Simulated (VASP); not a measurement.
Input of a VASP 6.6.1 run:

Contents of INCAR:

```
SYSTEM = LiH
  PREC = Accurate
  ENCUT = 520
  EDIFF = 1E-6
  ISMEAR = 0
  SIGMA = 0.01
  LREAL = .FALSE.
  LASPH = .TRUE.
  NELM = 100
  ALGO = Normal
  ISIF = 2
  LWAVE = .FALSE.
  LCHARG = .FALSE.
  GGA = PE
  NBANDS = 12
```

KPOINTS

```
regular mesh
0
G
  6 6 2
  0 0 0
```

Contents of POSCAR:

```
LiH
1.0
    2.8271557028      0.0000000000      0.0000000000
   -1.4135778514      2.4483886591      0.0000000000
    0.0000000000      0.0000000000      4.9528595016
Li H
2 2
Direct
    0.0000000000      0.0000000000      0.0000000000
    0.0000000000      0.0000000000      0.5000000000
    0.3333333333      0.6666666667      0.2500000000
    0.6666666667      0.3333333333      0.7500000000
```

Potentials or basis: VASP PAW PBE potentials, release 64 (Li_sv, H).

The run is started by

```bash
$ cat potpaw_PBE.64/Li_sv/POTCAR potpaw_PBE.64/H/POTCAR > POTCAR
$ mpirun -np 1 vasp_std > vasp.out
```

Task: Predict the band gap on the k mesh.

Result: 4.30 eV, indirect (least direct gap 4.91 eV).

Caveat: the k points lie up to 0.63 Å⁻¹ apart. A k mesh can miss the band edges.
